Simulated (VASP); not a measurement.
# Ca (P6_3/mmc) in VASP: a series of runs

Runs on Ca. Level: revPBE. Tasks: single point.

Program: VASP 6.6.1. These are calculated values, not measurements. Logs are shortened: lines on timing, memory, paths and dates and some standing lists are left out, and cuts for length are marked.

## Step 1: The cell of the first run

The structure is hexagonal, space group P6_3/mmc (No. 194). Conventional cell: a = 3.853 Å, b = 3.853 Å, c = 6.326 Å, α = 90.00°, β = 90.00°, γ = 120.00°. Ca (site symmetry -6m2) has 12 Ca at 3.85 to 3.87 Å within 5.1 Å.

This isn't the form of Ca at room conditions, which is fcc.

## Step 2: Single point, revPBE (40.66 Å³/atom)

INCAR reads:

```
ALGO = Normal
EDIFF = 1E-7
ENCUT = 520
GGA = RE
ISIF = 2
ISMEAR = -1
LASPH = True
LCHARG = False
LREAL = False
LWAVE = False
NBANDS = 17
NELM = 100
PREC = Accurate
SIGMA = 0.1
```

KPOINTS reads:

```
k-points
0
Gamma
  10 10 6
```

POSCAR reads:

```
Ca
1.0
    3.8526214040      0.0000000000      0.0000000000
   -1.9263107020      3.3364680071      0.0000000000
    0.0000000000      0.0000000000      6.3261710506
Ca
2
Direct
    0.3333333333      0.6666666667      0.2500000000
    0.6666666667      0.3333333333      0.7500000000
```

Potentials or basis: VASP PAW PBE potentials, release 64 (Ca_sv).

Run with:

```
$ cat potpaw_PBE.64/Ca_sv/POTCAR > POTCAR
$ mpirun -np 1 vasp_std > vasp.out
```

OUTCAR:

```text
EDIFF = 1E-7
   ENCUT = 520
   GGA = RE
   ISIF = 2
   ISMEAR = -1
   LASPH = True
   LREAL = False
   NELM = 100
   PREC = Accurate

 ion  position               nearest neighbor table
   1  0.333  0.667  0.250-
   2  0.667  0.333  0.750-

  LATTYP: Found a hexagonal cell.
 ALAT       =     3.8526214040
 C/A-ratio  =     1.6420432706

  Lattice vectors:

 A1 = (   3.8526214040,   0.0000000000,   0.0000000000)
 A2 = (  -1.9263107020,   3.3364680071,   0.0000000000)
 A3 = (   0.0000000000,   0.0000000000,   6.3261710506)

Analysis of symmetry for initial positions (statically):
=====================================================================
 Subroutine PRICEL returns:
 Original cell was already a primitive cell.

 Routine SETGRP: Setting up the symmetry group for a
 hexagonal supercell.

 Subroutine GETGRP returns: Found 24 space group operations
 (whereof 12 operations were pure point group operations)
 out of a pool of 24 trial point group operations.

The static configuration has the point symmetry D_3d.
 The point group associated with its full space group is D_6h.

Analysis of symmetry for dynamics (positions and initial velocities):
=====================================================================
 Subroutine PRICEL returns:
 Original cell was already a primitive cell.

 Routine SETGRP: Setting up the symmetry group for a
 hexagonal supercell.

 Subroutine GETGRP returns: Found 24 space group operations
 (whereof 12 operations were pure point group operations)
 out of a pool of 24 trial point group operations.

The dynamic configuration has the point symmetry D_3d.
 The point group associated with its full space group is D_6h.

 Subroutine INISYM returns: Found 24 space group operations
 (whereof 12 operations are pure point group operations),
 and found     1 'primitive' translations

----------------------------------------------------------------------------------------

                                     Primitive cell

  volume of cell :      81.3175

  direct lattice vectors                    reciprocal lattice vectors
     3.852621404  0.000000000  0.000000000     0.259563527  0.149859072  0.000000000
    -1.926310702  3.336468007  0.000000000     0.000000000  0.299718144  0.000000000
     0.000000000  0.000000000  6.326171051     0.000000000  0.000000000  0.158073500

  length of vectors
     3.852621404  3.852621404  6.326171051     0.299718144  0.299718144  0.158073500

  position of ions in fractional coordinates (direct lattice)
     0.333333333  0.666666667  0.250000000
     0.666666667  0.333333333  0.750000000

  ion indices of the primitive-cell ions
   primitive index   ion index
                 1           1
                 2           2

----------------------------------------------------------------------------------------

 KPOINTS: k-points

Automatic generation of k-mesh.
 Grid dimensions read from file:
 generate k-points for:   10   10    6

 Generating k-lattice:

  Cartesian coordinates                     Fractional coordinates (reciprocal lattice)
     0.025956353  0.014985907  0.000000000     0.100000000  0.000000000  0.000000000
     0.000000000  0.029971814  0.000000000     0.000000000  0.100000000  0.000000000
     0.000000000  0.000000000  0.026345583     0.000000000  0.000000000  0.166666667

  Length of vectors
     0.029971814  0.029971814  0.026345583

  Shift w.r.t. Gamma in fractional coordinates (k-lattice)
     0.000000000  0.000000000  0.000000000

 Subroutine IBZKPT returns following result:
 ===========================================

 Found     56 irreducible k-points:

 Following reciprocal coordinates:
            Coordinates               Weight
  0.000000  0.000000  0.000000      1.000000
  0.100000  0.000000  0.000000      6.000000
  0.200000  0.000000  0.000000      6.000000
  0.300000  0.000000  0.000000      6.000000
  0.400000  0.000000  0.000000      6.000000
  0.500000  0.000000  0.000000      3.000000
[... 16 lines left out ...]
  0.300000  0.100000  0.166667     24.000000
  0.400000  0.100000  0.166667     24.000000
 [... further k-points ...]
   k-points           NKPTS =     56   k-points in BZ     NKDIM =     56   number of bands    NBANDS=     17
   number of dos      NEDOS =    301   number of ions     NIONS =      2
   total plane-waves  NPLWV =  43200
   dimension x,y,z NGX =    30 NGY =   30 NGZ =   48
   dimension x,y,z NGXF=    60 NGYF=   60 NGZF=   96
   ions per type =               2
   NGX,Y,Z   is equivalent  to a cutoff of  12.95, 12.95, 12.61 a.u.
   NGXF,Y,Z  is equivalent  to a cutoff of  25.89, 25.89, 25.23 a.u.
 SYSTEM =  unknown system
   PREC   = accura    normal or accurate (medium, high low for compatibility)
   ISTART =      0    job   : 0-new  1-cont  2-samecut
   ICHARG =      2    charge: 1-file 2-atom 10-const
   ISPIN  =      1    spin polarized calculation?
   LNONCOLLINEAR =      F non collinear calculations
   LSORBIT =      F    spin-orbit coupling
   LASPH  =      T    aspherical Exc in radial PAW
   ENCUT  =  520.0 eV  38.22 Ry    6.18 a.u.   7.16  7.16 11.76*2*pi/ulx,y,z
   NELM   =    100;   NELMIN=  2; NELMDL= -5     # of ELM steps
   EDIFF  = 0.1E-06   stopping-criterion for ELM
   LREAL  =      F    real-space projection
   EDIFFG = 0.1E-05   stopping-criterion for IOM
   NSW    =      0    number of steps for IOM
   IBRION =     -1    ionic relax: 0-MD 1-quasi-New 2-CG
   NFREE  =      0    steps in history (QN), initial steepest desc. (CG)
   ISIF   =      2    stress and relaxation
   ISYM   =      2    0-nonsym 1-usesym 2-fastsym
   POTIM  = 0.5000    time-step for ionic-motion
   TEBEG  =    0.0;   TEEND  =   0.0 temperature during run
   PSTRESS=    0.0 pullay stress
   NELECT =      20.0000    total number of electrons
   NUPDOWN=      -1.0000    fix difference up-down
   EMIN   =  10.00;   EMAX   =-10.00  energy-range for DOS
   EFERMI =   0.00;   METHOD = LEGACY
   ISMEAR =    -1;   SIGMA  =   0.10  broadening in eV -4-tet -1-fermi 0-gaus
   EFERMI_NEDOS =   21; number of points for ismear=-14 and -15
   IALGO  =     38    algorithm
   IMIX   =      4    mixing-type and parameters
     AMIX     =   0.40;   BMIX     =  1.00
     AMIX_MAG =   1.60;   BMIX_MAG =  1.00
  volume/ion in A,a.u.               =      40.66       274.38
  Fermi-wavevector in a.u.,A,eV,Ry     =   1.025707  1.938306 14.314354  1.052075
  Thomas-Fermi vector in A             =   2.159562
   LORBIT       =      0    0 simple, 1 ext, 2 COOP (PROOUT), +10 PAW based schemes
   GGA     = RE    functional components
   LHFCALC =     F    Hartree Fock is set to
   AEXX    =    0.0000 exact exchange contribution
   IVDW    =     0    specifies the selected vdW correction
   LEPSILON=     F    determine dielectric tensor
   LRPA    =     F    only Hartree local field effects (RPA)
 non-spin polarized calculation
  energy-cutoff  :      520.00
  volume of cell :       81.32
 maximum number of plane-waves:      2209
 NGX is ok and might be reduce to    30
   NGX = 15   NGY = 15   NGZ = 23

 number of electron      20.0000001 magnetization

 Free energy of the ion-electron system (eV)
  ---------------------------------------------------
  ext. energy  EPLUGINS =         0.00000000
  ---------------------------------------------------
  free energy    TOTEN  =        -3.53168785 eV

  energy without entropy =       -3.44781530  energy(sigma->0) =       -3.48975158

 E-fermi :   2.2366     XC(G=0):  -7.7518

 val. band max:        2.1970589485   @ k =   0.3000   0.3000   0.0000
 cond. band min:       2.2539562480   @ k =   0.3000   0.3000   0.1667
 fundamental gap:      0.0568972996
 Fermi energy:         2.2365823709

 k-point     1 :       0.0000    0.0000    0.0000
  band No.  band energies     occupation
      1     -39.8053      2.00000
      2     -39.7897      2.00000
      3     -20.8228      2.00000
      4     -20.6987      2.00000
      5     -20.6987      2.00000
      6     -20.6778      2.00000
[... 9 lines left out ...]
     16       4.9365      0.00000
     17       5.3590      0.00000

 k-point     2 :       0.1000    0.0000    0.0000
  band No.  band energies     occupation
      1     -39.8039      2.00000
      2     -39.7891      2.00000
      3     -20.8178      2.00000
      4     -20.7102      2.00000
      5     -20.7023      2.00000
      6     -20.6898      2.00000
[... 9 lines left out ...]
     16       5.0512      0.00000
     17       5.1913      0.00000

 k-point     3 :       0.2000    0.0000    0.0000
  band No.  band energies     occupation
      1     -39.8002      2.00000
      2     -39.7873      2.00000
      3     -20.8039      2.00000
      4     -20.7406      2.00000
      5     -20.7205      2.00000
      6     -20.7115      2.00000
[... 9 lines left out ...]
     16       5.0686      0.00000
     17       5.0913      0.00000

 k-point     4 :       0.3000    0.0000    0.0000
  band No.  band energies     occupation
      1     -39.7954      2.00000
      2     -39.7854      2.00000
      3     -20.7842      2.00000
      4     -20.7785      2.00000
      5     -20.7574      2.00000
      6     -20.7226      2.00000
[... 9 lines left out ...]
     16       5.4744      0.00000
     17       5.5960      0.00000
[... 343 lines left out ...]
      1     -39.7964      2.00000
      2     -39.7868      2.00000
      3     -20.7914      2.00000
      4     -20.7548      2.00000
      5     -20.7479      2.00000
      6     -20.7173      2.00000
[... 9 lines left out ...]
     16       5.2588      0.00000
     17       5.5048      0.00000

 k-point    23 :       0.3000    0.1000    0.1667
  band No.  band energies     occupation
      1     -39.7920      2.00000
      2     -39.7851      2.00000
      3     -20.8011      2.00000
      4     -20.7817      2.00000
      5     -20.7557      2.00000
      6     -20.7300      2.00000
[... 9 lines left out ...]
     16       5.5986      0.00000
     17       5.9949      0.00000

 k-point    24 :       0.4000    0.1000    0.1667
  band No.  band energies     occupation
      1     -39.7889      2.00000
      2     -39.7845      2.00000
      3     -20.8188      2.00000
      4     -20.7980      2.00000
      5     -20.7479      2.00000
      6     -20.7348      2.00000
[... 9 lines left out ...]
     16       6.0242      0.00000
     17       6.1891      0.00000

 [... further k-points ...]

------------------------ aborting loop because EDIFF is reached ----------------------------------------

  FORCE on cell =-STRESS in cart. coord.  units (eV):
  Direction    XX          YY          ZZ          XY          YZ          ZX
  --------------------------------------------------------------------------------------
  -------------------------------------------------------------------------------------
  Total        0.7774409      0.7774409      0.8467760     -0.0000000     -0.0000000      0.0000000
  in kB       15.3177069     15.3177069     16.6837972     -0.0000000     -0.0000000      0.0000000
  external PRESSURE =      15.7730704 kB  Pullay stress =       0.0000000 kB

 VOLUME and BASIS-vectors are now :
 -----------------------------------------------------------------------------
  energy-cutoff  :      520.00
  volume of cell :       81.32
      direct lattice vectors                 reciprocal lattice vectors
     3.852621404  0.000000000  0.000000000     0.259563527  0.149859072  0.000000000
    -1.926310702  3.336468007  0.000000000     0.000000000  0.299718144  0.000000000
     0.000000000  0.000000000  6.326171051     0.000000000  0.000000000  0.158073500

 POSITION                                       TOTAL-FORCE (eV/Angst)
 -----------------------------------------------------------------------------------
     -0.00000      2.22431      1.58154         0.000000     -0.000000      0.000000
      1.92631      1.11216      4.74463         0.000000      0.000000      0.000000
 -----------------------------------------------------------------------------------
    total drift:                                0.000000     -0.000000      0.000000

  FREE ENERGIE OF THE ION-ELECTRON SYSTEM (eV)
  ---------------------------------------------------
  free  energy   TOTEN  =        -3.5316878545 eV

  energy  without entropy=       -3.4478153031  energy(sigma->0) =       -3.48975158
```

Wall time 55 s (1 thread of Intel Xeon Platinum 8375C at 2.90GHz (Ice Lake), shared host); peak memory 0.23 GiB.

What came out:

| Property | Result |
| --- | --- |
| Free energy | -3.5317 eV |
| Pressure | 1.6 GPa |
| Band gap on the k mesh | zero (bands 10 and 11 overlap by 0.37 eV) |

Stress tensor (GPa, compression positive):
```
1.53 0.00 0.00
0.00 1.53 0.00
0.00 0.00 1.67
```

Levels at points of the mesh, in eV from the Fermi level:
```tsv
k point	band 6	band 7	band 8	band 9	band 10	band 11	band 12	band 13	band 14	band 15
(0.00, 0.00, 0.00)	-22.91	-22.91	-22.90	-4.13	-1.04	-0.22	2.35	2.38	2.38	2.70
(0.50, 0.00, 0.00)	-22.97	-22.94	-22.94	-1.11	-0.70	0.19	0.38	1.42	1.99	2.29
(0.00, 0.00, 0.50)	-22.92	-22.92	-22.92	-3.09	-3.09	1.43	1.43	2.37	2.37	2.37
(0.50, 0.00, 0.50)	-22.95	-22.95	-22.95	-0.70	-0.70	0.12	0.12	1.50	1.50	2.99
```

Caveat: the PAW data sets were made with another functional, which shifts forces and pressure a little.

## Step 3: Single point, revPBE (42.43 Å³/atom)

This run uses another cell than the first one, of 42.43 Å³/atom.

INCAR reads:

```
  ALGO = Normal
  EDIFF = 1E-6
  ENCUT = 520
  GGA = RE
  ISIF = 2
  ISMEAR = -1
  LASPH = True
  LCHARG = True
  LELF = True
  LREAL = False
  LVHAR = True
  LWAVE = False
  NBANDS = 17
  NELM = 80
  PREC = Accurate
  SIGMA = 0.1
```

KPOINTS is that of step 2.

POSCAR reads:

```
Ca
1.0
    3.9076662895      0.0000000000      0.0000000000
   -1.9538331448      3.3841382762      0.0000000000
    0.0000000000      0.0000000000      6.4165571344
Ca
2
Direct
    0.3333333333      0.6666666667      0.2500000000
    0.6666666667      0.3333333333      0.7500000000
```

Potentials or basis: VASP PAW PBE potentials, release 64 (Ca_sv).

Run with:

```
$ cat potpaw_PBE.64/Ca_sv/POTCAR > POTCAR
$ mpirun -np 1 vasp_std > vasp.out
```

It took 52 s on 1 thread of Intel Xeon Platinum 8375C at 2.90GHz (Ice Lake), shared host; peak memory 0.23 GiB.

Results (log left out):

```yaml
Free_energy: -3.5575 eV
Pressure: 0.7 GPa
Band_gap_on_the_k_mesh: zero (bands 10 and 11 overlap by 0.42 eV)
```

Levels at points of the mesh, in eV from the Fermi level:
```csv
k point,band 6,band 7,band 8,band 9,band 10,band 11,band 12,band 13,band 14,band 15
"(0.00, 0.00, 0.00)",-23.02,-23.02,-23.01,-4.05,-1.02,-0.25,2.30,2.32,2.32,2.63
"(0.50, 0.00, 0.00)",-23.07,-23.04,-23.04,-1.10,-0.71,0.22,0.40,1.38,1.93,2.25
"(0.00, 0.00, 0.50)",-23.03,-23.03,-23.03,-3.05,-3.05,1.40,1.40,2.32,2.32,2.32
"(0.50, 0.00, 0.50)",-23.05,-23.05,-23.05,-0.67,-0.67,0.08,0.08,1.48,1.48,2.90
```

Caveat: the PAW data sets were made with another functional, which shifts forces and pressure a little.

## Step 4: Single point, revPBE (44.19 Å³/atom)

This run uses another cell than the first one, of 44.19 Å³/atom.

INCAR reads:

```
SYSTEM = Ca
PREC = Accurate
ENCUT = 520
EDIFF = 1E-6
ISMEAR = -1
SIGMA = 0.1
LREAL = .FALSE.
LASPH = .TRUE.
NELM = 100
ALGO = Normal
ISIF = 2
LWAVE = .FALSE.
LCHARG = .TRUE.
GGA = RE
LELF = .TRUE.
LVHAR = .TRUE.
NBANDS = 17
```

KPOINTS reads:

```
Automatic mesh
0
G
  10 10 6
  0 0 0
```

POSCAR reads:

```
Ca
1.0
    3.9612026174      0.0000000000      0.0000000000
   -1.9806013087      3.4305020962      0.0000000000
    0.0000000000      0.0000000000      6.5044661013
Ca
2
Direct
    0.3333333333      0.6666666667      0.2500000000
    0.6666666667      0.3333333333      0.7500000000
```

Run with:

```
$ cat potpaw_PBE.64/Ca_sv/POTCAR > POTCAR
$ mpirun -np 1 vasp_std > vasp.out
```

Run time: 54 s. Hardware: 1 thread of Intel Xeon Platinum 8375C at 2.90GHz (Ice Lake), shared host; peak memory 0.23 GiB.

It converged, with:

```
Free energy            : -3.5661 eV
Pressure               : 0.0 GPa
Band gap on the k mesh : zero (bands 10 and 11 overlap by 0.45 eV)
```

Levels at points of the mesh, in eV from the Fermi level:
| k point | band 8 | band 9 | band 10 | band 11 | band 12 | band 13 |
| --- | --- | --- | --- | --- | --- | --- |
| (0.00, 0.00, 0.00) | -23.11 | -3.98 | -1.01 | -0.27 | 2.25 | 2.27 |
| (0.50, 0.00, 0.00) | -23.13 | -1.09 | -0.71 | 0.25 | 0.42 | 1.34 |
| (0.00, 0.00, 0.50) | -23.12 | -3.00 | -3.00 | 1.38 | 1.38 | 2.26 |
| (0.50, 0.00, 0.50) | -23.14 | -0.65 | -0.65 | 0.06 | 0.06 | 1.46 |

Caveat: the PAW data sets were made with another functional, which shifts forces and pressure a little.

## Step 5: Single point, revPBE (45.96 Å³/atom)

This run uses another cell than the first one, of 45.96 Å³/atom.

INCAR reads:

```
PREC = Accurate ; ENCUT = 520
EDIFF = 1E-6 ; ISMEAR = -1
SIGMA = 0.1 ; LREAL = F
LASPH = T ; NELM = 60
ALGO = Normal ; ISIF = 2
LWAVE = F ; LCHARG = F
GGA = RE ; NBANDS = 17
```

KPOINTS reads:

```
Automatic mesh
0
Gamma
  10 10 6
```

POSCAR reads:

```
Ca
1.0
    4.0133296822      0.0000000000      0.0000000000
   -2.0066648411      3.4756454586      0.0000000000
    0.0000000000      0.0000000000      6.5900609973
Ca
2
Direct
    0.3333333333      0.6666666667      0.2500000000
    0.6666666667      0.3333333333      0.7500000000
```

Run with:

```
$ cat potpaw_PBE.64/Ca_sv/POTCAR > POTCAR
$ mpirun -np 1 vasp_std > vasp.out
```

Wall time 55 s (1 thread of Intel Xeon Platinum 8375C at 2.90GHz (Ice Lake), shared host); peak memory 0.24 GiB.

The run converged. Its results:

| Quantity | Value |
| --- | --- |
| Free energy | -3.5601 eV |
| Pressure | -0.6 GPa |
| Band gap on the k mesh | zero (bands 10 and 11 overlap by 0.48 eV) |

Levels at points of the mesh, in eV from the Fermi level:
| k point | band 6 | band 7 | band 8 | band 9 | band 10 | band 11 | band 12 | band 13 | band 14 | band 15 |
| --- | --- | --- | --- | --- | --- | --- | --- | --- | --- | --- |
| (0.00, 0.00, 0.00) | -23.21 | -23.21 | -23.20 | -3.90 | -0.99 | -0.29 | 2.20 | 2.22 | 2.22 | 2.50 |
| (0.50, 0.00, 0.00) | -23.25 | -23.23 | -23.22 | -1.08 | -0.71 | 0.28 | 0.43 | 1.31 | 1.82 | 2.15 |
| (0.00, 0.00, 0.50) | -23.22 | -23.22 | -23.22 | -2.96 | -2.96 | 1.36 | 1.36 | 2.21 | 2.21 | 2.21 |
| (0.50, 0.00, 0.50) | -23.24 | -23.23 | -23.23 | -0.62 | -0.62 | 0.03 | 0.03 | 1.44 | 1.44 | 2.75 |

Caveat: the PAW data sets were made with another functional, which shifts forces and pressure a little.

(Part 1 of 2 ends here.)
